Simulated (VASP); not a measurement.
A run of VASP 6.6.1 is set up as follows.

The input INCAR:

```
ALGO = Normal
EDIFF = 1E-6
ENCUT = 520
GGA = PS
ISIF = 2
ISMEAR = -1
LASPH = T
LCHARG = F
LREAL = F
LWAVE = F
NBANDS = 15
NELM = 80
PREC = Accurate
SIGMA = 0.1
```

KPOINTS

```
k-points
0
Gamma
  18 18 18
```

File POSCAR:

```
ZrC
1.0
    0.0000000000      2.3346624498      2.3346624498
    2.3346624498      0.0000000000      2.3346624498
    2.3346624498      2.3346624498      0.0000000000
Zr C
1 1
Direct
    0.5000000000      0.5000000000      0.5000000000
    0.0000000000      0.0000000000      0.0000000000
```

Potentials or basis: VASP PAW PBE potentials, release 64 (Zr_sv, C).

Launch:

```console
$ cat potpaw_PBE.64/Zr_sv/POTCAR potpaw_PBE.64/C/POTCAR > POTCAR
$ mpirun -np 1 vasp_std > vasp.out
```

Q: Predict the pressure.

A: 0.3 GPa.

Q: Estimate the band gap on the k mesh.

A: Zero (band 8 reaches 10.68 eV, above the bottom of band 9 at 9.35 eV).

Caveat: the PAW data sets were made with another functional, which shifts forces and pressure a little.
